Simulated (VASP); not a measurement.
# GdN (P4/nmm) in VASP: single point with PBE

Aim: the single point of GdN with PBE.

Program: VASP 6.6.1. These are calculated values, not measurements. Logs are shortened: lines on timing, memory, paths and dates and some standing lists are left out, and cuts for length are marked.

## Step 1: The cell of the first run

It takes space group P4/nmm (No. 129, tetragonal). The conventional cell has a = 4.294 Å, b = 4.294 Å, c = 3.567 Å, α = 90.00°, β = 90.00°, γ = 90.00°. Gd (site symmetry 4mm) has 4 N at 2.32 Å within 3.1 Å. Within 3.1 Å of N (site symmetry -4m2) lie 4 Gd at 2.32 Å and 4 N at 3.04 Å.

## Step 2: Single point, PBE, collinear spin, antiferromagnetic start

INCAR

```
SYSTEM = GdN
ALGO     = Normal         ! electronic algorithm
EDIFF    = 1E-6           ! SCF threshold, eV
ENCUT    = 520            ! plane-wave cutoff, eV
GGA      = PE             ! functional
ISIF     = 2              ! what is computed and relaxed
ISMEAR   = 0              ! smearing method
ISPIN    = 2              ! spin polarisation
LASPH    = .TRUE.         ! aspherical terms in the spheres
LCHARG   = .FALSE.        ! write CHGCAR
LMAXMIX  = 6              ! l up to which the mixer works
LORBIT   = 11             ! projections on sites
LREAL    = .FALSE.        ! projectors in reciprocal space
LWAVE    = .FALSE.        ! write WAVECAR
MAGMOM   = 7 -7 0 0       ! initial moments
NBANDS   = 35             ! bands
NELM     = 150            ! most SCF steps
PREC     = Accurate       ! precision mode
SIGMA    = 0.05           ! smearing width, eV
```

KPOINTS

```
Automatic mesh
0
Gamma
  8 8 10
  0.5 0.5 0.5
```

POSCAR

```
GdN
1.0
    4.2935180624      0.0000000000      0.0000000000
    0.0000000000      4.2935180624      0.0000000000
    0.0000000000      0.0000000000      3.5672872151
Gd N
2 2
Direct
    0.5000000000      0.0000000000      0.2486793575
    0.0000000000      0.5000000000      0.7513208202
    0.0000000000      0.0000000000     -0.0000000888
    0.5000000000      0.5000000000     -0.0000000888
```

Potentials or basis: VASP PAW PBE potentials, release 64 (Gd, N).

Run with:

```console
$ cat potpaw_PBE.64/Gd/POTCAR potpaw_PBE.64/N/POTCAR > POTCAR
$ mpirun -np 1 vasp_std > vasp.out
```

OUTCAR:

```text
SYSTEM = GdN
   EDIFF = 1E-6
   ENCUT = 520
   GGA = PE
   ISIF = 2
   ISMEAR = 0
   ISPIN = 2
   LASPH = .TRUE.
   LORBIT = 11
   LREAL = .FALSE.
   NELM = 150
   PREC = Accurate

 ion  position               nearest neighbor table
   1  0.500  0.000  0.249-   3 2.32   4 2.32   4 2.32   3 2.32   2 3.52   2 3.52   2 3.52   2 3.52
                             2 3.53   2 3.53   2 3.53   2 3.53
   2  0.000  0.500  0.751-   3 2.32   4 2.32   3 2.32   4 2.32   1 3.52   1 3.52   1 3.52   1 3.52
                             1 3.53   1 3.53   1 3.53   1 3.53
   3  0.000  0.000  1.000-   2 2.32   2 2.32   1 2.32   1 2.32
   4  0.500  0.500  1.000-   2 2.32   2 2.32   1 2.32   1 2.32

  LATTYP: Found a simple tetragonal cell.
 ALAT       =     4.2935180624
 C/A-ratio  =     0.8308541302

  Lattice vectors:

 A1 = (   4.2935180624,   0.0000000000,   0.0000000000)
 A2 = (   0.0000000000,   4.2935180624,   0.0000000000)
 A3 = (   0.0000000000,   0.0000000000,   3.5672872151)

Analysis of symmetry for initial positions (statically):
=====================================================================
 Subroutine PRICEL returns:
 Original cell was already a primitive cell.

 Routine SETGRP: Setting up the symmetry group for a
 simple tetragonal supercell.

 Subroutine GETGRP returns: Found 16 space group operations
 (whereof  8 operations were pure point group operations)
 out of a pool of 16 trial point group operations.

The static configuration has the point symmetry D_2d.
 The point group associated with its full space group is D_4h.

Analysis of symmetry for dynamics (positions and initial velocities):
=====================================================================
 Subroutine PRICEL returns:
 Original cell was already a primitive cell.

 Routine SETGRP: Setting up the symmetry group for a
 simple tetragonal supercell.

 Subroutine GETGRP returns: Found 16 space group operations
 (whereof  8 operations were pure point group operations)
 out of a pool of 16 trial point group operations.

The dynamic configuration has the point symmetry D_2d.
 The point group associated with its full space group is D_4h.

Analysis of structural, dynamic, and magnetic symmetry:
=====================================================================
 Subroutine PRICEL returns:
 Original cell was already a primitive cell.

 Routine SETGRP: Setting up the symmetry group for a
 simple tetragonal supercell.

 Subroutine GETGRP returns: Found 16 space group operations
 (whereof  8 operations were pure point group operations)
 out of a pool of 16 trial point group operations.

The overall configuration has the point symmetry D_2d.
 The point group associated with its full space group is D_4h.

 Subroutine INISYM returns: Found 16 space group operations
 (whereof  8 operations are pure point group operations),
 and found     1 'primitive' translations

----------------------------------------------------------------------------------------

                                     Primitive cell

  volume of cell :      65.7604

  direct lattice vectors                    reciprocal lattice vectors
     4.293518062  0.000000000  0.000000000     0.232909233  0.000000000  0.000000000
     0.000000000  4.293518062  0.000000000     0.000000000  0.232909233  0.000000000
     0.000000000  0.000000000  3.567287215     0.000000000  0.000000000  0.280325059

  length of vectors
     4.293518062  4.293518062  3.567287215     0.232909233  0.232909233  0.280325059

  position of ions in fractional coordinates (direct lattice)
     0.500000000  0.000000000  0.248679358
     0.000000000  0.500000000  0.751320820
     0.000000000  0.000000000  0.999999911
     0.500000000  0.500000000  0.999999911

  ion indices of the primitive-cell ions
   primitive index   ion index
                 1           1
                 2           2
                 3           3
                 4           4

[... 23 lines left out ...]

 Found     50 irreducible k-points:

 Following reciprocal coordinates:
            Coordinates               Weight
  0.062500  0.062500  0.050000      8.000000
  0.187500  0.062500  0.050000     16.000000
  0.312500  0.062500  0.050000     16.000000
  0.437500  0.062500  0.050000     16.000000
  0.187500  0.187500  0.050000      8.000000
  0.312500  0.187500  0.050000     16.000000
[... 16 lines left out ...]
  0.312500  0.062500  0.250000     16.000000
  0.437500  0.062500  0.250000     16.000000
 [... further k-points ...]
   k-points           NKPTS =     50   k-points in BZ     NKDIM =     50   number of bands    NBANDS=     35
   number of dos      NEDOS =    301   number of ions     NIONS =      4
   total plane-waves  NPLWV =  28672
   dimension x,y,z NGX =    32 NGY =   32 NGZ =   28
   dimension x,y,z NGXF=    64 NGYF=   64 NGZF=   56
   ions per type =               2   2
   NGX,Y,Z   is equivalent  to a cutoff of  12.39, 12.39, 13.05 a.u.
   NGXF,Y,Z  is equivalent  to a cutoff of  24.78, 24.78, 26.10 a.u.
 SYSTEM =  GdN
   PREC   = accura    normal or accurate (medium, high low for compatibility)
   ISTART =      0    job   : 0-new  1-cont  2-samecut
   ICHARG =      2    charge: 1-file 2-atom 10-const
   ISPIN  =      2    spin polarized calculation?
   LNONCOLLINEAR =      F non collinear calculations
   LSORBIT =      F    spin-orbit coupling
   LASPH  =      T    aspherical Exc in radial PAW
   ENCUT  =  520.0 eV  38.22 Ry    6.18 a.u.   7.98  7.98  6.63*2*pi/ulx,y,z
   NELM   =    150;   NELMIN=  2; NELMDL= -5     # of ELM steps
   EDIFF  = 0.1E-05   stopping-criterion for ELM
   LREAL  =      F    real-space projection
   EDIFFG = 0.1E-04   stopping-criterion for IOM
   NSW    =      0    number of steps for IOM
   IBRION =     -1    ionic relax: 0-MD 1-quasi-New 2-CG
   NFREE  =      0    steps in history (QN), initial steepest desc. (CG)
   ISIF   =      2    stress and relaxation
   ISYM   =      2    0-nonsym 1-usesym 2-fastsym
   POTIM  = 0.5000    time-step for ionic-motion
   TEBEG  =    0.0;   TEEND  =   0.0 temperature during run
   PSTRESS=    0.0 pullay stress
   NELECT =      46.0000    total number of electrons
   NUPDOWN=      -1.0000    fix difference up-down
   EMIN   =  10.00;   EMAX   =-10.00  energy-range for DOS
   EFERMI =   0.00;   METHOD = LEGACY
   ISMEAR =     0;   SIGMA  =   0.05  broadening in eV -4-tet -1-fermi 0-gaus
   EFERMI_NEDOS =   21; number of points for ismear=-14 and -15
   IALGO  =     38    algorithm
   IMIX   =      4    mixing-type and parameters
     AMIX     =   0.40;   BMIX     =  1.00
     AMIX_MAG =   1.60;   BMIX_MAG =  1.00
  volume/ion in A,a.u.               =      16.44       110.94
  Fermi-wavevector in a.u.,A,eV,Ry     =   1.453246  2.746237 28.734481  2.111925
  Thomas-Fermi vector in A             =   2.570535
   LORBIT       =     11    0 simple, 1 ext, 2 COOP (PROOUT), +10 PAW based schemes
   GGA     = PE    functional components
   LHFCALC =     F    Hartree Fock is set to
   AEXX    =    0.0000 exact exchange contribution
   IVDW    =     0    specifies the selected vdW correction
   LEPSILON=     F    determine dielectric tensor
   LRPA    =     F    only Hartree local field effects (RPA)
 spin polarized calculation
 Gauss-broadening in eV      SIGMA  =   0.05
  energy-cutoff  :      520.00
  volume of cell :       65.76
 maximum number of plane-waves:      1783
 NGX is ok and might be reduce to    32
   NGX = 15   NGY = 15   NGZ = 13

 number of electron      45.9999980 magnetization       0.0000000

 Free energy of the ion-electron system (eV)
  ---------------------------------------------------
  ext. energy  EPLUGINS =         0.00000000
  ---------------------------------------------------
  free energy    TOTEN  =       -44.97719248 eV

  energy without entropy =      -44.97719248  energy(sigma->0) =      -44.97719248

 E-fermi :   3.8957     XC(G=0): -11.1641

 val. band max:        3.6469105544   @ k =   0.1875   0.1875   0.0500
 cond. band min:       4.7820771857   @ k =   0.0625   0.0625   0.0500
 fundamental gap:      1.1351666313
 Fermi energy:         3.8957377365

 spin component 1

 k-point     1 :       0.0625    0.0625    0.0500
  band No.  band energies     occupation
      1     -40.0808      1.00000
      2     -36.9914      1.00000
      3     -17.6038      1.00000
      4     -17.5996      1.00000
      5     -17.5716      1.00000
      6     -15.4302      1.00000
[... 901 lines left out ...]
     34       7.9991      0.00000
     35       8.3567      0.00000

 [... further k-points ...]

 spin component 2

 k-point     1 :       0.0625    0.0625    0.0500
  band No.  band energies     occupation
      1     -40.0808      1.00000
      2     -36.9914      1.00000
      3     -17.6038      1.00000
      4     -17.5996      1.00000
      5     -17.5716      1.00000
      6     -15.4302      1.00000
[... 901 lines left out ...]
     34       7.9991      0.00000
     35       8.3567      0.00000

 [... further k-points ...]

------------------------ aborting loop because EDIFF is reached ----------------------------------------

  FORCE on cell =-STRESS in cart. coord.  units (eV):
  Direction    XX          YY          ZZ          XY          YZ          ZX
  --------------------------------------------------------------------------------------
  -------------------------------------------------------------------------------------
  Total        0.1269195      0.1269195     -0.0167440      0.0000000      0.0000000      0.0000000
  in kB        3.0922479      3.0922479     -0.4079472      0.0000000      0.0000000      0.0000000
  external PRESSURE =       1.9255162 kB  Pullay stress =       0.0000000 kB

 VOLUME and BASIS-vectors are now :
 -----------------------------------------------------------------------------
  energy-cutoff  :      520.00
  volume of cell :       65.76
      direct lattice vectors                 reciprocal lattice vectors
     4.293518062  0.000000000  0.000000000     0.232909233  0.000000000  0.000000000
     0.000000000  4.293518062  0.000000000     0.000000000  0.232909233  0.000000000
     0.000000000  0.000000000  3.567287215     0.000000000  0.000000000  0.280325059

 POSITION                                       TOTAL-FORCE (eV/Angst)
 -----------------------------------------------------------------------------------
      2.14676      0.00000      0.88711         0.000000      0.000000      0.015265
      0.00000      2.14676      2.68018        -0.000000      0.000000     -0.015265
      0.00000      0.00000      3.56729        -0.000000     -0.000000      0.000000
      2.14676      2.14676      3.56729         0.000000      0.000000      0.000000
 -----------------------------------------------------------------------------------
    total drift:                                0.000000      0.000000     -0.000020

  FREE ENERGIE OF THE ION-ELECTRON SYSTEM (eV)
  ---------------------------------------------------
  free  energy   TOTEN  =       -44.9771924827 eV

  energy  without entropy=      -44.9771924827  energy(sigma->0) =      -44.97719248

 total charge

# of ion       s       p       d       f       tot
--------------------------------------------------
    1        2.038   5.624   0.599   7.046  15.307
    2        2.038   5.624   0.599   7.046  15.307
    3        1.265   2.384   0.000   0.000   3.649
    4        1.265   2.384   0.000   0.000   3.649
--------------------------------------------------
tot          6.606  16.017   1.197  14.091  37.912

 magnetization (x)

# of ion       s       p       d       f       tot
--------------------------------------------------
    1       -0.003  -0.080   0.060   6.762   6.738
    2        0.003   0.080  -0.060  -6.762  -6.738
    3        0.000   0.000   0.000   0.000   0.000
    4        0.000   0.000   0.000   0.000   0.000
--------------------------------------------------
tot          0.000   0.000   0.000   0.000   0.000
```

Wall time 17 min (1 thread of Intel Xeon 6975P-C (Granite Rapids), shared host); peak memory 0.33 GiB.

Results:

| Item | Value |
| --- | --- |
| Free energy | -44.9772 eV |
| Pressure | 0.2 GPa |
| Largest force | 0.015 eV/Å |
| Band gap on the k mesh | 1.14 eV (least direct gap 1.33 eV) |
| Net moment | 0.00 μB per cell |
| Site moments | Gd +6.74, -6.74; N +0.00 μB |
| Valence electrons inside the program's atomic spheres | Gd 15.31; N 3.65 |

Forces in eV/Å, atoms in the order of the input:
```
Gd   0.000  0.000  0.015
Gd   0.000  0.000 -0.015
N    0.000  0.000  0.000
N    0.000  0.000  0.000
```

Stress tensor (GPa, compression positive):
```
 0.31  0.00  0.00
 0.00  0.31  0.00
 0.00  0.00 -0.04
```

Caveat: the antiferromagnetic order is the one typed at the start, and another may lie lower; spin-orbit coupling is left out, which moves the levels of the heavy elements; a shifted mesh leaves out Γ, where band edges can lie; semilocal functionals describe open f shells poorly, which spoils levels, moments and volumes.
